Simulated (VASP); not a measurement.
CaO:

```
CELL_PARAMETERS angstrom
0.00000 2.37107 2.37107
2.37107 0.00000 2.37107
2.37107 2.37107 0.00000
ATOMIC_POSITIONS crystal
Ca 0.00000 0.00000 0.00000
O 0.50000 0.50000 0.50000
```

Base run:

```yaml
Program: VASP 6.6.1
Functional: r2SCAN
Potentials_or_basis: VASP PAW PBE potentials, release 64 (Ca_sv, O)
Cutoff: 520 eV
k_mesh: 10 × 10 × 10
Occupations: fermi-dirac, width 0.05 eV
Spin: no spin polarisation
```

Its results: band gap on the k mesh 4.17 eV (least direct gap 4.54 eV); pressure 5.4 GPa.

Task: After a change of settings the same cell gave: band gap on the k mesh 4.17 eV (least direct gap 4.54 eV); pressure 3.7 GPa. Which change was it?
A. functional from r2SCAN to BLYP; further incar settings from ALGO = Normal; EDIFF = 1e-06; NBANDS = 15 to ALGO = Normal; EDIFF = 1e-07; NBANDS = 15
B. functional from r2SCAN to PBE; further incar settings from ALGO = Normal; EDIFF = 1e-06; NBANDS = 15 to ALGO = Normal; EDIFF = 1e-07; NBANDS = 15
C. dispersion from none to D3(BJ)
D. functional from r2SCAN to PBEsol; dispersion from none to D4

Result: C.

Dispersion adds attraction, which lowers the pressure at fixed volume and, as a term added to the energy, leaves the levels alone.

Caveats: the cell stands under pressure; the PAW data sets were made with another functional, which shifts forces and pressure a little.
